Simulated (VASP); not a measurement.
Here is a VASP 6.6.1 calculation.

Contents of INCAR:

```
SYSTEM = PtSe2
PREC = Accurate ; ENCUT = 520
EDIFF = 1E-8 ; ISMEAR = -1
SIGMA = 0.02 ; LREAL = .FALSE.
LASPH = .TRUE. ; NELM = 60
ALGO = Normal ; ISIF = 2
LWAVE = .FALSE. ; LCHARG = .FALSE.
GGA = PE ; LEFG = .TRUE.
NBANDS = 18
```

The input KPOINTS:

```
regular mesh
0
G
  13 13 9
  0 0 0
```

POSCAR

```
PtSe2
1.0
    3.7278000000      0.0000000000      0.0000000000
   -1.8639000000      3.2283695002      0.0000000000
    0.0000000000      0.0000000000      5.0313000000
Pt Se
1 2
Direct
    0.0000000000      0.0000000000      0.0000000000
    0.3333333333      0.6666666667      0.2550000000
    0.6666666667      0.3333333333      0.7450000000
```

Potentials or basis: VASP PAW PBE potentials, release 64 (Pt, Se).

Run with:

```bash
$ cat potpaw_PBE.64/Pt/POTCAR potpaw_PBE.64/Se/POTCAR > POTCAR
$ mpirun -np 1 vasp_std > vasp.out
```

(1) What does it give for the pressure?

(2) Estimate the band gap on the k mesh.

(3) What does it give for the largest force?

## Answers

(1) 6.0 GPa.

(2) zero (bands 11 and 12 overlap by 0.56 eV).

(3) 0.323 eV/Å.

Caveat: the cell stands under pressure; without QUAD_EFG the Cq values of the log hold for a quadrupole moment of 1 mb, not for the nuclei; spin-orbit coupling is left out, which moves the levels of the heavy elements.
